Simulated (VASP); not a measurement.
# Pb (Fd-3m) in VASP: settings compared, part 2 of 2

VASP 6.6.1.

## Step 4: Single point, PBEsol

This run uses another cell than the first one, of 28.06 Å³/atom, 0.676 times its volume.

The input, INCAR:

```
SYSTEM = Pb
  PREC = Accurate
  ENCUT = 520
  EDIFF = 1E-7
  ISMEAR = -1
  SIGMA = 0.05
  LREAL = .FALSE.
  LASPH = .TRUE.
  NELM = 80
  ALGO = Normal
  ISIF = 2
  LWAVE = .FALSE.
  LCHARG = .FALSE.
  GGA = PS
  NBANDS = 21
```

The input, KPOINTS:

```
Automatic mesh
0
G
  7 7 7
  0 0 0
```

The input, POSCAR:

```
Pb
1.0
    0.0000000000      3.0387137212      3.0387137212
    3.0387137212      0.0000000000      3.0387137212
    3.0387137212      3.0387137212      0.0000000000
Pb
2
Direct
    0.2500000000      0.2500000000      0.2500000000
    0.0000000000      0.0000000000      0.0000000000
```

Potentials or basis: VASP PAW PBE potentials, release 64 (Pb_d).

Command:

```sh
> cat potpaw_PBE.64/Pb_d/POTCAR > POTCAR
> mpirun -np 1 vasp_std > vasp.out
```

OUTCAR:

```text
SYSTEM = Pb
   PREC = Accurate
   ENCUT = 520
   EDIFF = 1E-7
   ISMEAR = -1
   LREAL = .FALSE.
   LASPH = .TRUE.
   NELM = 80
   ISIF = 2
   GGA = PS

 ion  position               nearest neighbor table
   1  0.250  0.250  0.250-   2 2.63   2 2.63   2 2.63   2 2.63
   2  0.000  0.000  0.000-   1 2.63   1 2.63   1 2.63   1 2.63

  LATTYP: Found a face centered cubic cell.
 ALAT       =     6.0774274424

  Lattice vectors:

 A1 = (   0.0000000000,   3.0387137212,   3.0387137212)
 A2 = (   3.0387137212,   0.0000000000,   3.0387137212)
 A3 = (   3.0387137212,   3.0387137212,   0.0000000000)

Analysis of symmetry for initial positions (statically):
=====================================================================
 Subroutine PRICEL returns:
 Original cell was already a primitive cell.

 Routine SETGRP: Setting up the symmetry group for a
 face centered cubic supercell.

 Subroutine GETGRP returns: Found 48 space group operations
 (whereof 24 operations were pure point group operations)
 out of a pool of 48 trial point group operations.

[... 153 lines left out ...]
  ---------------------------------------------------
  free energy    TOTEN  =        -5.65697131 eV

  energy without entropy =       -5.65255275  energy(sigma->0) =       -5.65476203

 E-fermi :   8.3867     XC(G=0): -10.3460

 val. band max:        8.3094114983   @ k =  -0.1429   0.1429   0.0000
 cond. band min:       8.4394112290   @ k =   0.1429   0.0000   0.0000
 fundamental gap:      0.1299997307
 Fermi energy:         8.3866644965

 k-point     1 :       0.0000    0.0000    0.0000
  band No.  band energies     occupation
      1     -10.1010      2.00000
      2     -10.1010      2.00000
      3     -10.1010      2.00000
      4      -9.9448      2.00000
      5      -9.9448      2.00000
      6      -8.9057      2.00000
[... 469 lines left out ...]
     20      18.3195      0.00000
     21      19.9562      0.00000

------------------------ aborting loop because EDIFF is reached ----------------------------------------

  FORCE on cell =-STRESS in cart. coord.  units (eV):
  Direction    XX          YY          ZZ          XY          YZ          ZX
  --------------------------------------------------------------------------------------
  -------------------------------------------------------------------------------------
  Total       10.4675798     10.4675798     10.4675798      0.0000000      0.0000000      0.0000000
  in kB      298.8529215    298.8529215    298.8529215      0.0000000      0.0000000      0.0000000
  external PRESSURE =     298.8529215 kB  Pullay stress =       0.0000000 kB

 VOLUME and BASIS-vectors are now :
 -----------------------------------------------------------------------------
  energy-cutoff  :      520.00
  volume of cell :       56.12
      direct lattice vectors                 reciprocal lattice vectors
     0.000000000  3.038713721  3.038713721    -0.164543305  0.164543305  0.164543305
     3.038713721  0.000000000  3.038713721     0.164543305 -0.164543305  0.164543305
     3.038713721  3.038713721  0.000000000     0.164543305  0.164543305 -0.164543305

 POSITION                                       TOTAL-FORCE (eV/Angst)
 -----------------------------------------------------------------------------------
      1.51936      1.51936      1.51936        -0.000000     -0.000000      0.000000
      0.00000      0.00000      0.00000         0.000000      0.000000     -0.000000
 -----------------------------------------------------------------------------------
    total drift:                               -0.000000      0.000000      0.000000

  FREE ENERGIE OF THE ION-ELECTRON SYSTEM (eV)
  ---------------------------------------------------
  free  energy   TOTEN  =        -5.6569713130 eV

  energy  without entropy=       -5.6525527464  energy(sigma->0) =       -5.65476203
```

OSZICAR:

```text
N       E                     dE             d eps       ncg     rms          rms(c)
DAV:   1     0.306978471074E+03    0.30698E+03   -0.13984E+04   840   0.166E+03
DAV:   2     0.169906338894E+02   -0.28999E+03   -0.28464E+03   850   0.426E+02
DAV:   3    -0.497890352038E+01   -0.21970E+02   -0.21749E+02  1018   0.147E+02
DAV:   4    -0.576542099292E+01   -0.78652E+00   -0.78568E+00   965   0.306E+01
DAV:   5    -0.581003535719E+01   -0.44614E-01   -0.44613E-01  1311   0.652E+00    0.273E+00
DAV:   6    -0.570515299121E+01    0.10488E+00   -0.57081E-02  1142   0.387E+00    0.149E+00
DAV:   7    -0.565663839335E+01    0.48515E-01   -0.61032E-02  1145   0.332E+00    0.188E-01
DAV:   8    -0.565683227931E+01   -0.19389E-03   -0.64706E-03  1143   0.932E-01    0.564E-02
DAV:   9    -0.565697606770E+01   -0.14379E-03   -0.26273E-04   997   0.203E-01    0.170E-02
DAV:  10    -0.565697266319E+01    0.34045E-05   -0.16923E-05  1105   0.583E-02    0.481E-03
DAV:  11    -0.565697137259E+01    0.12906E-05   -0.17755E-06  1175   0.119E-02    0.746E-04
DAV:  12    -0.565697131301E+01    0.59582E-07   -0.14335E-07   853   0.526E-03
   1 F= -.56569713E+01 E0= -.56547620E+01  d E =-.441857E-02
```

stdout:

```text
POSCAR found type information on POSCAR Pb
 POSCAR found :  1 types and       2 ions
 scaLAPACK will be used
 -----------------------------------------------------------------------------
|                                                                             |
|                                                                             |
|     You enforced a specific xc type in the INCAR file but a different       |
|     I HOPE YOU KNOW WHAT YOU ARE DOING!                                     |
|                                                                             |
 -----------------------------------------------------------------------------

 LDA part: xc-table for (Slater+PW92), standard interpolation
 POSCAR, INCAR and KPOINTS ok, starting setup
 FFT: planning ... GRIDC
 FFT: planning ... GRID_SOFT
 FFT: planning ... GRID
 WAVECAR not read
 entering main loop
```

Run time: 21 s. Hardware: 1 thread of AMD EPYC 7R43 (Zen 3), shared host; peak memory 0.14 GiB.

What came out:

* Free energy: -5.6570 eV
* Pressure: 29.9 GPa
* Band gap on the k mesh: zero (band 14 reaches 9.05 eV, above the bottom of band 15 at 7.84 eV)

Levels at points of the mesh, in eV from the Fermi level:
| k point | band 11 | band 12 | band 13 | band 14 | band 15 | band 16 | band 17 | band 18 |
| --- | --- | --- | --- | --- | --- | --- | --- | --- |
| (0.00, 0.00, 0.00) | -14.03 | -1.63 | 0.66 | 0.66 | 0.66 | 2.63 | 2.63 | 2.63 |

Caveat: the PAW data sets were made with another functional, which shifts forces and pressure a little; spin-orbit coupling is left out, which moves the levels of the heavy elements.

## Step 5: The runs side by side

```tsv
level	potentials or basis	cell	gap on the mesh (eV)	pressure (GPa)
PBE	VASP PAW PBE potentials, release 64 (Pb_d)	a = 4.896 Å, angles 60.0°, 2 atoms	none	1.7
LDA	VASP PAW LDA potentials, release 64 (Pb_d)	a = 4.927 Å, angles 60.0°, 2 atoms	none	-1.8
PBEsol	VASP PAW PBE potentials, release 64 (Pb_d)	a = 4.297 Å, angles 60.0°, 2 atoms	none	29.9
```

Alike in all rows: task single point; no spin polarisation; k mesh 7 × 7 × 7; cutoff (eV) 520; smearing fermi-dirac 0.05 eV.

Caveats: spin-orbit coupling is left out, which moves the levels of the heavy elements; the PAW data sets were made with another functional, which shifts forces and pressure a little (some runs).

Absolute energies hang on the potentials; compare differences alone.
